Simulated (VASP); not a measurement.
# Ca7PbS8 (P1) in VASP: single point with PBEsol

Aim: the single point of Ca7PbS8 with PBEsol.

All numbers are computed with VASP 6.6.1; they aren't measurements. Logs are shortened: lines on timing, memory, paths and dates and some standing lists are left out, and cuts for length are marked.

## (1) The cell of the first run

The typed cell holds 64 atoms: a = 11.351 Å, b = 11.351 Å, c = 11.351 Å, α = 90.00°, β = 90.00°, γ = 90.00°.

## (2) Single point, PBEsol

INCAR reads:

```
PREC     = Accurate       # precision mode
ENCUT    = 500            # plane-wave cutoff, eV
EDIFF    = 1E-6           # SCF threshold, eV
ISMEAR   = -1             # smearing method
SIGMA    = 0.05           # smearing width, eV
LREAL    = Auto         
LASPH    = T              # aspherical terms in the spheres
NELM     = 120            # most SCF steps
ALGO     = Normal         # electronic algorithm
ISIF     = 2              # what is computed and relaxed
LWAVE    = F              # write WAVECAR
LCHARG   = T              # write CHGCAR
GGA      = PS             # functional
LELF     = T              # ELF
LVHAR    = T            
NBANDS   = 302            # bands
ISYM     = -1           
GGA_COMPAT= F
```

KPOINTS reads:

```
explicit points
1
Reciprocal
  0.25000000   0.25000000   0.25000000 1
```

POSCAR reads:

```
Ca7PbS8
1.0
   11.3513168060      0.0000000000      0.0000000000
    0.0000000000     11.3513168060      0.0000000000
    0.0000000000      0.0000000000     11.3513168060
S Ca Pb
32 28 4
Direct
    0.2495340000      0.9994960000      0.9996190000
    0.2438860000      0.9928690000      0.5009010000
    0.2502880000      0.5002270000      0.0002870000
    0.2499270000      0.5052300000      0.5001530000
    0.7504000000      0.0003180000      0.9952810000
    0.7566020000      0.9994300000      0.5076280000
    0.7502610000      0.5001020000      0.0001360000
    0.7511180000      0.5007030000      0.5008670000
    0.9995500000      0.2499420000      0.0001330000
    0.9959460000      0.2501830000      0.5010280000
    0.9997290000      0.7500380000      0.0006020000
    0.9995060000      0.7493120000      0.5005870000
    0.5010180000      0.2501340000      0.9959490000
    0.5088760000      0.2579550000      0.5086200000
    0.5004800000      0.7492290000      0.9998510000
    0.5010530000      0.7454020000      0.5007960000
    0.0048650000      0.9995120000      0.2501440000
    0.0010250000      0.9999510000      0.7509320000
    0.0010900000      0.5004670000      0.2505630000
    0.0009540000      0.4998000000      0.7503200000
    0.4919220000      0.9916730000      0.2422040000
    0.4996170000      0.9995370000      0.7548440000
    0.4996500000      0.5044000000      0.2503590000
    0.5001490000      0.5004420000      0.7510530000
    0.2441950000      0.2504200000      0.2431080000
    0.2502000000      0.2497190000      0.7555450000
    0.2495730000      0.7492540000      0.2500010000
    0.2504390000      0.7498980000      0.7505750000
    0.7569920000      0.2572070000      0.2500730000
    0.7512020000      0.2504410000      0.7512210000
    0.7505040000      0.7448380000      0.2508200000
    0.7503290000      0.7496400000      0.7505230000
    0.0008180000      0.9999580000      0.9996470000
    0.0002910000      0.9989290000      0.5011940000
    0.0003000000      0.4999380000      0.0004770000
    0.9998220000      0.5005820000      0.5004340000
    0.4992720000      0.9990660000      0.9989700000
    0.5002710000      0.5005120000      0.9999460000
    0.5011880000      0.5011610000      0.5013380000
    0.2495820000      0.2497720000      0.9995310000
    0.2499350000      0.7497380000      0.0001920000
    0.2497950000      0.7491980000      0.5004010000
    0.7512100000      0.2510290000      0.9996940000
    0.7519680000      0.2511870000      0.5017660000
    0.7501680000      0.7495100000      0.0000510000
    0.7511190000      0.7491200000      0.5014280000
    0.2487880000      0.9987350000      0.2491320000
    0.2494400000      0.9990410000      0.7513450000
    0.2495920000      0.5008190000      0.2493960000
    0.2506140000      0.5005940000      0.7509300000
    0.7508980000      0.0000400000      0.7513460000
    0.7509570000      0.5008880000      0.2505630000
    0.7505580000      0.4999770000      0.7504890000
    0.0005790000      0.2507330000      0.2500000000
    0.9999130000      0.2498610000      0.7513660000
    0.0009330000      0.7492070000      0.2504570000
    0.0002960000      0.7498460000      0.7507480000
    0.5013940000      0.2507720000      0.7518650000
    0.4993090000      0.7484800000      0.2494220000
    0.5002970000      0.7492030000      0.7512750000
    0.5002600000      0.9986120000      0.5012480000
    0.2498940000      0.2505680000      0.5011260000
    0.7510950000      0.9994430000      0.2494960000
    0.5003900000      0.2506970000      0.2494800000
```

Potentials or basis: VASP PAW PBE potentials, release 64 (S, Ca_sv, Pb_d).

On the command line:

```bash
cat potpaw_PBE.64/S/POTCAR potpaw_PBE.64/Ca_sv/POTCAR potpaw_PBE.64/Pb_d/POTCAR > POTCAR
mpirun -np 1 vasp_std > vasp.out
```

OUTCAR:

```text
PREC = Accurate
   ENCUT = 500
   EDIFF = 1E-6
   ISMEAR = -1
   LREAL = Auto
   LASPH = T
   NELM = 120
   ISIF = 2
   GGA = PS
   ISYM = -1

 ion  position               nearest neighbor table
   1  0.250  0.999  1.000-  48 2.82  33 2.82  47 2.83  37 2.83  41 2.84  40 2.84
   2  0.244  0.993  0.501-  34 2.77  42 2.77  48 2.84  47 2.86  61 2.91  62 2.93
   3  0.250  0.500  0.000-  49 2.83  50 2.83  41 2.83  38 2.84  35 2.84  40 2.84
   4  0.250  0.505  0.500-  42 2.77  36 2.84  49 2.85  50 2.85  39 2.85  62 2.89
   5  0.750  0.000  0.995-  51 2.77  33 2.84  43 2.85  45 2.85  37 2.85  63 2.89
   6  0.757  0.999  0.508-  34 2.77  51 2.77  46 2.84  44 2.86  61 2.91  63 2.93
[... 52 lines left out ...]
  59  0.499  0.748  0.249-  21 2.76  23 2.77  15 2.83  27 2.83  31 2.85  16 2.85
  60  0.500  0.749  0.751-  15 2.82  24 2.82  28 2.84  32 2.84  22 2.84  16 2.84
  61  0.500  0.999  0.501-  16 2.87  22 2.88   6 2.91   2 2.91  21 2.94  14 2.95  62 4.03  63 4.03
                            64 4.04
  62  0.250  0.251  0.501-  10 2.88  26 2.89   4 2.89   2 2.93  25 2.93  14 2.94  64 4.03  61 4.03

  63  0.751  0.999  0.249-  17 2.88   5 2.89  31 2.89  29 2.93   6 2.93  21 2.94  64 4.03  61 4.03

  64  0.500  0.251  0.249-  13 2.88  23 2.88  25 2.91  29 2.91  21 2.94  14 2.94  63 4.03  62 4.03
                            61 4.04

IMPORTANT INFORMATION: All symmetrisations will be switched off!
NOSYMM: (Re-)initialisation of all symmetry stuff for point group C_1.

----------------------------------------------------------------------------------------

                                     Primitive cell

  volume of cell :    1462.6443

  direct lattice vectors                    reciprocal lattice vectors
    11.351316806  0.000000000  0.000000000     0.088095506  0.000000000  0.000000000
     0.000000000 11.351316806  0.000000000     0.000000000  0.088095506  0.000000000
     0.000000000  0.000000000 11.351316806     0.000000000  0.000000000  0.088095506

  length of vectors
    11.351316806 11.351316806 11.351316806     0.088095506  0.088095506  0.088095506

  position of ions in fractional coordinates (direct lattice)
     0.249534000  0.999496000  0.999619000
     0.243886000  0.992869000  0.500901000
     0.250288000  0.500227000  0.000287000
     0.249927000  0.505230000  0.500153000
     0.750400000  0.000318000  0.995281000
     0.756602000  0.999430000  0.507628000
[... 56 lines left out ...]
     0.751095000  0.999443000  0.249496000
     0.500390000  0.250697000  0.249480000

  ion indices of the primitive-cell ions
   primitive index   ion index
                 1           1
                 2           2
                 3           3
                 4           4
                 5           5
                 6           6
[... 56 lines left out ...]
                63          63
                64          64

----------------------------------------------------------------------------------------

 KPOINTS: explicit points

Read explicit list of k-points.

 Found      1 k-points:

 Following reciprocal coordinates:
            Coordinates               Weight
  0.250000  0.250000  0.250000      1.000000
   k-points           NKPTS =      1   k-points in BZ     NKDIM =      1   number of bands    NBANDS=    302
   number of dos      NEDOS =    301   number of ions     NIONS =     64
   total plane-waves  NPLWV = 592704
   dimension x,y,z NGX =    84 NGY =   84 NGZ =   84
   dimension x,y,z NGXF=   168 NGYF=  168 NGZF=  168
   ions per type =              32  28   4
   NGX,Y,Z   is equivalent  to a cutoff of  12.30, 12.30, 12.30 a.u.
   NGXF,Y,Z  is equivalent  to a cutoff of  24.60, 24.60, 24.60 a.u.
 SYSTEM =  unknown system
   PREC   = accura    normal or accurate (medium, high low for compatibility)
   ISTART =      0    job   : 0-new  1-cont  2-samecut
   ICHARG =      2    charge: 1-file 2-atom 10-const
   ISPIN  =      1    spin polarized calculation?
   LNONCOLLINEAR =      F non collinear calculations
   LSORBIT =      F    spin-orbit coupling
   LASPH  =      T    aspherical Exc in radial PAW
   ENCUT  =  500.0 eV  36.75 Ry    6.06 a.u.  20.70 20.70 20.70*2*pi/ulx,y,z
   NELM   =    120;   NELMIN=  2; NELMDL= -5     # of ELM steps
   EDIFF  = 0.1E-05   stopping-criterion for ELM
   LREAL  =      T    real-space projection
   EDIFFG = 0.1E-04   stopping-criterion for IOM
   NSW    =      0    number of steps for IOM
   IBRION =     -1    ionic relax: 0-MD 1-quasi-New 2-CG
   NFREE  =      0    steps in history (QN), initial steepest desc. (CG)
   ISIF   =      2    stress and relaxation
   ISYM   =     -1    0-nonsym 1-usesym 2-fastsym
   POTIM  = 0.5000    time-step for ionic-motion
   TEBEG  =    0.0;   TEEND  =   0.0 temperature during run
   PSTRESS=    0.0 pullay stress
   NELECT =     528.0000    total number of electrons
   NUPDOWN=      -1.0000    fix difference up-down
   EMIN   =  10.00;   EMAX   =-10.00  energy-range for DOS
   EFERMI =   0.00;   METHOD = LEGACY
   ISMEAR =    -1;   SIGMA  =   0.05  broadening in eV -4-tet -1-fermi 0-gaus
   EFERMI_NEDOS =   21; number of points for ismear=-14 and -15
   IALGO  =     38    algorithm
   IMIX   =      4    mixing-type and parameters
     AMIX     =   0.40;   BMIX     =  1.00
     AMIX_MAG =   1.60;   BMIX_MAG =  1.00
  volume/ion in A,a.u.               =      22.85       154.23
  Fermi-wavevector in a.u.,A,eV,Ry     =   1.165664  2.202785 18.487210  1.358772
  Thomas-Fermi vector in A             =   2.302187
   LORBIT       =      0    0 simple, 1 ext, 2 COOP (PROOUT), +10 PAW based schemes
   GGA     = PS    functional components
   LHFCALC =     F    Hartree Fock is set to
   AEXX    =    0.0000 exact exchange contribution
   IVDW    =     0    specifies the selected vdW correction
   LEPSILON=     F    determine dielectric tensor
   LRPA    =     F    only Hartree local field effects (RPA)
 non-spin polarized calculation
  energy-cutoff  :      500.00
  volume of cell :     1462.64
 maximum number of plane-waves:     37152
 NGX is ok and might be reduce to    84
   NGX = 41   NGY = 41   NGZ = 41

 number of electron     527.9999981 magnetization

 Free energy of the ion-electron system (eV)
  ---------------------------------------------------
  ext. energy  EPLUGINS =         0.00000000
  ---------------------------------------------------
  free energy    TOTEN  =      -342.85550110 eV

  energy without entropy =     -342.85550110  energy(sigma->0) =     -342.85550110

 E-fermi :   4.6391     XC(G=0):  -9.6721

 val. band max:        3.3834901878   @ k =   0.2500   0.2500   0.2500
 cond. band min:       5.9055893672   @ k =   0.2500   0.2500   0.2500
 fundamental gap:      2.5220991793
 Fermi energy:         4.6390776395

 k-point     1 :       0.2500    0.2500    0.2500
  band No.  band energies     occupation
      1     -35.8545      2.00000
      2     -35.8505      2.00000
      3     -35.8385      2.00000
      4     -35.8354      2.00000
      5     -35.8343      2.00000
      6     -35.8313      2.00000
[... 268 lines left out ...]
    275       6.8592      0.00000
    276       6.8671      0.00000
 [bands above 276 left out]

------------------------ aborting loop because EDIFF is reached ----------------------------------------

  FORCE on cell =-STRESS in cart. coord.  units (eV):
  Direction    XX          YY          ZZ          XY          YZ          ZX
  --------------------------------------------------------------------------------------
  -------------------------------------------------------------------------------------
  Total        1.3114411      1.3265614      1.3271272     -0.5473977     -0.8141118     -0.5500243
  in kB        1.4365496      1.4531123      1.4537321     -0.5996183     -0.8917763     -0.6024954
  external PRESSURE =       1.4477980 kB  Pullay stress =       0.0000000 kB

 VOLUME and BASIS-vectors are now :
 -----------------------------------------------------------------------------
  energy-cutoff  :      500.00
  volume of cell :     1462.64
      direct lattice vectors                 reciprocal lattice vectors
    11.351316806  0.000000000  0.000000000     0.088095506  0.000000000  0.000000000
     0.000000000 11.351316806  0.000000000     0.000000000  0.088095506  0.000000000
     0.000000000  0.000000000 11.351316806     0.000000000  0.000000000  0.088095506

 POSITION                                       TOTAL-FORCE (eV/Angst)
 -----------------------------------------------------------------------------------
      2.83254     11.34560     11.34699        -0.010389     -0.007861     -0.012004
      2.76843     11.27037      5.68589         0.010240     -0.004028      0.009331
      2.84110      5.67824      0.00326         0.011202      0.002755     -0.000267
      2.83700      5.73503      5.67740         0.010486     -0.007343     -0.004456
      8.51803      0.00361     11.29775         0.007631     -0.001359     -0.004070
      8.58843     11.34485      5.76225        -0.006897     -0.009037     -0.004949
[... 56 lines left out ...]
      8.52592     11.34499      2.83211        -0.029215      0.010390      0.030542
      5.68009      2.84574      2.83193         0.000406     -0.024698      0.029241
 -----------------------------------------------------------------------------------
    total drift:                               -0.027989     -0.026794      0.020229

  FREE ENERGIE OF THE ION-ELECTRON SYSTEM (eV)
  ---------------------------------------------------
  free  energy   TOTEN  =      -342.8555010968 eV

  energy  without entropy=     -342.8555010967  energy(sigma->0) =     -342.85550110
```

Run time: 28 min. Hardware: 1 thread of Intel Xeon Platinum 8259CL at 2.50GHz (Skylake/Cascade Lake), shared host; peak memory 1.3 GiB.

What came out:

| Quantity | Value |
| --- | --- |
| Free energy | -342.8555 eV |
| Pressure | 0.1 GPa |
| Largest force | 0.044 eV/Å |
| Band gap on the k mesh | 2.52 eV |

Forces in eV/Å, atoms in the order of the input:
```
S   -0.010 -0.008 -0.012
S    0.010 -0.004  0.009
S    0.011  0.003  0.000
S    0.010 -0.007 -0.004
S    0.008 -0.001 -0.004
S   -0.007 -0.009 -0.005
S    0.005  0.010  0.006
S   -0.001  0.010  0.003
S    0.001 -0.005 -0.003
S    0.000  0.001 -0.005
S    0.003  0.000  0.005
S    0.007  0.000 -0.004
S    0.001  0.011 -0.011
S   -0.010 -0.004 -0.008
S    0.002 -0.009 -0.008
S   -0.001 -0.015  0.003
S   -0.003  0.004 -0.009
S   -0.001 -0.001  0.007
S    0.000  0.003 -0.004
S    0.001  0.002  0.009
S    0.005  0.009  0.006
S   -0.004 -0.004  0.009
S   -0.003  0.006 -0.020
S   -0.001  0.010  0.015
S    0.006  0.009  0.007
S   -0.003 -0.002  0.004
S   -0.006 -0.017 -0.007
S    0.002 -0.007  0.015
S   -0.016 -0.004 -0.012
S    0.002  0.000  0.014
S    0.005  0.002 -0.008
S   -0.003 -0.003  0.019
Ca  -0.002  0.006  0.001
Ca  -0.004  0.007  0.003
Ca  -0.001 -0.002 -0.001
Ca   0.000  0.007  0.001
Ca   0.002 -0.001  0.022
Ca   0.004  0.000 -0.006
Ca   0.003 -0.016  0.000
Ca   0.002  0.002  0.004
Ca   0.011  0.009  0.010
Ca  -0.012  0.003 -0.006
Ca   0.000 -0.004  0.000
Ca  -0.012 -0.008 -0.007
Ca  -0.002 -0.003 -0.004
Ca   0.005  0.001 -0.002
Ca   0.015  0.003  0.006
Ca   0.002  0.002 -0.009
Ca  -0.007 -0.001  0.009
Ca  -0.008 -0.008 -0.005
Ca   0.005  0.002 -0.015
Ca   0.006 -0.009  0.004
Ca   0.000  0.002 -0.002
Ca  -0.005  0.000 -0.006
Ca  -0.001  0.002 -0.005
Ca  -0.006 -0.004  0.012
Ca   0.000  0.001 -0.018
Ca  -0.002 -0.003 -0.025
Ca   0.004  0.023  0.010
Ca   0.007  0.001 -0.009
Pb   0.000  0.032 -0.012
Pb   0.010 -0.007 -0.016
Pb  -0.029  0.010  0.031
Pb   0.000 -0.025  0.029
```

Caveat: the PAW data sets were made with another functional, which shifts forces and pressure a little; spin-orbit coupling is left out, which moves the levels of the heavy elements; a shifted mesh leaves out Γ, where band edges can lie.
